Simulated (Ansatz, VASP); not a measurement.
BaCu3 in VASP and in Ansatz

Contents of INCAR:

```
SYSTEM = BaCu3
PREC = Accurate ; ENCUT = 520
EDIFF = 1E-7 ; ISMEAR = 0
SIGMA = 0.05 ; LREAL = .FALSE.
LASPH = .TRUE. ; NELM = 80
ALGO = Normal ; ISIF = 2
LWAVE = .FALSE. ; LCHARG = .TRUE.
GGA = PS ; LELF = .TRUE.
LVHAR = .TRUE. ; NBANDS = 30
```

KPOINTS

```
regular mesh
0
G
  8 8 8
  0 0 0
```

The input POSCAR:

```
BaCu3
1.0
    4.4499736190      0.0000000000      0.0000000000
    0.0000000000      4.4499736190      0.0000000000
    0.0000000000      0.0000000000      4.4499736190
Ba Cu
1 3
Direct
    0.0000000000      0.0000000000      0.0000000000
    0.0000000000      0.5000000000      0.5000000000
    0.5000000000      0.5000000000      0.0000000000
    0.5000000000      0.0000000000      0.5000000000
```

Input for Ansatz:

```yaml
crystal:
  lattice:
    - [4.449973619, 0.0, 0.0]
    - [0.0, 4.449973619, 0.0]
    - [0.0, 0.0, 4.449973619]
  atoms:
    - { symbol: Ba, position: [0.0, 0.0, 0.0] }
    - { symbol: Cu, position: [0.0, 0.5, 0.5] }
    - { symbol: Cu, position: [0.5, 0.5, 0.0] }
    - { symbol: Cu, position: [0.5, 0.0, 0.5] }
basis:
  ecutwfc: 420
  ecutrho_ratio: 4
kpoints:
  mp_grid: { grid: [8, 8, 8] }
hamiltonian:
  xc: pbesol
scf:
  occupations: { method: gaussian, width: 0.05 }
output:
  forces: true
  stress: true
  eigenvalues: true
  populations: true
```

Alike in both runs: task single point; functional PBEsol; k mesh 8 × 8 × 8; occupations gaussian, width 0.05 eV; no spin polarisation.

|  | VASP | Ansatz |
| --- | --- | --- |
| version | VASP 6.6.1 | Ansatz 0.2.0 |
| potentials or method | VASP PAW PBE potentials, release 64 (Ba_sv, Cu), cutoff 520 eV | scalar-relativistic, plane waves, PAW |
| valence electrons in the cell | 43 | 67 |

|  | VASP | Ansatz | Ansatz less VASP |
| --- | --- | --- | --- |
| gap on the k mesh at the Fermi level (eV) | none | none | - |
| pressure (GPa) | -2.5 | -3.4 | -0.81 |

VASP's potentials were made for PBE, not for PBEsol. A gap of «none» marks a metal or a gap that the smearing closes. The functional is the same, so the differences come from potentials, cutoffs and numerics. VASP's potentials hold 43 valence electrons a cell and Ansatz's 67, so a difference there can come from the potentials and not from the codes.

Neither program's run includes spin-orbit coupling.
